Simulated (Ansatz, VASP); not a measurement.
**Zr in VASP and in Ansatz**

File INCAR:

```
SYSTEM = Zr
  PREC = Accurate
  ENCUT = 520
  EDIFF = 1E-6
  ISMEAR = 0
  SIGMA = 0.2
  LREAL = .False.
  LASPH = .True.
  NELM = 60
  ALGO = Normal
  ISIF = 2
  LWAVE = .False.
  LCHARG = .True.
  GGA = PE
  LELF = .True.
  LVHAR = .True.
  NBANDS = 12
```

File KPOINTS:

```
regular mesh
0
Gamma
  16 16 16
  0 0 0
```

File POSCAR:

```
Zr
1.0
    0.0000000000      2.2550000000      2.2550000000
    2.2550000000      0.0000000000      2.2550000000
    2.2550000000      2.2550000000      0.0000000000
Zr
1
Direct
    0.0000000000      0.0000000000      0.0000000000
```

Input for Ansatz:

```yaml
crystal:
  lattice:
    - [0.0, 2.255, 2.255]
    - [2.255, 0.0, 2.255]
    - [2.255, 2.255, 0.0]
  atoms:
    - { symbol: Zr, position: [0.0, 0.0, 0.0] }
kpoints:
  mp_grid: { grid: [16, 16, 16] }
scf:
  occupations: { method: gaussian, width: 0.2 }
hamiltonian:
  xc: pbe
  pseudopotentials: { kind: all_electron, lapw: { basis_error: 0.001 } }
output:
  forces: true
  stress: true
  eigenvalues: true
```

Alike in both runs: task single point; functional PBE; k mesh 16 × 16 × 16; occupations gaussian, width 0.2 eV; no spin polarisation.

```csv
,VASP,Ansatz
version,VASP 6.6.1,Ansatz 0.2.0
potentials or method,"VASP PAW PBE potentials, release 64 (Zr_sv), cutoff 520 eV","all-electron LAPW, scalar-relativistic"
```

|  | VASP | Ansatz | Ansatz less VASP |
| --- | --- | --- | --- |
| pressure (GPa) | 1.2 | 1.2 | 0.00 |

Ansatz ran all-electron here, and VASP with PAW potentials.
